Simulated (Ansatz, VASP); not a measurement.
## One calculation of CuMo, two programs

Contents of INCAR:

```
SYSTEM = CuMo
PREC = Accurate
ENCUT = 520
EDIFF = 1E-6
ISMEAR = 0
SIGMA = 0.1
LREAL = .FALSE.
LASPH = .TRUE.
NELM = 100
ALGO = Normal
ISIF = 2
LWAVE = .FALSE.
LCHARG = .FALSE.
GGA = PE
NBANDS = 20
```

File KPOINTS:

```
Automatic mesh
0
G
  6 6 6
  0 0 0
```

The input POSCAR:

```
CuMo
1.0
    0.0000000000      2.5040919400      2.5040919400
    2.5040919400      0.0000000000      2.5040919400
    2.5040919400      2.5040919400      0.0000000000
Cu Mo
1 1
Direct
    0.0000000000      0.0000000000      0.0000000000
    0.5000000000      0.5000000000      0.5000000000
```

Input for Ansatz:

```yaml
crystal:
  lattice:
    - [0.0, 2.50409194, 2.50409194]
    - [2.50409194, 0.0, 2.50409194]
    - [2.50409194, 2.50409194, 0.0]
  atoms:
    - { symbol: Cu, position: [0.0, 0.0, 0.0] }
    - { symbol: Mo, position: [0.5, 0.5, 0.5] }
basis:
  ecutwfc: 420
kpoints:
  mp_grid: { grid: [6, 6, 6] }
hamiltonian:
  xc: pbe
scf:
  occupations: { method: gaussian, width: 0.1 }
  lower_state_search: "off"
output:
  forces: true
  stress: true
  eigenvalues: true
```

Change from the starting cell: species swapped into the CeAs type (Fm-3m, No. 225).

Alike in both runs: task single point; functional PBE; k mesh 6 × 6 × 6; occupations gaussian, width 0.1 eV; no spin polarisation.

|  | VASP | Ansatz |
| --- | --- | --- |
| version | VASP 6.6.1 | Ansatz 0.2.0 |
| potentials or method | VASP PAW PBE potentials, release 64 (Cu, Mo_sv), cutoff 520 eV | scalar-relativistic, plane waves, PAW |
| valence electrons in the cell | 25 | 33 |

```tsv
	VASP	Ansatz	Ansatz less VASP
gap on the k mesh at the Fermi level (eV)	none	none	-
pressure (GPa)	-2.3	-2.5	-0.24
```

A gap of «none» marks a metal or a gap that the smearing closes. The functional is the same, so the differences come from potentials, cutoffs and numerics. VASP's potentials hold 25 valence electrons a cell and Ansatz's 33, so a difference there can come from the potentials and not from the codes.

The k mesh is coarse, so the values compare programs but aren't converged.
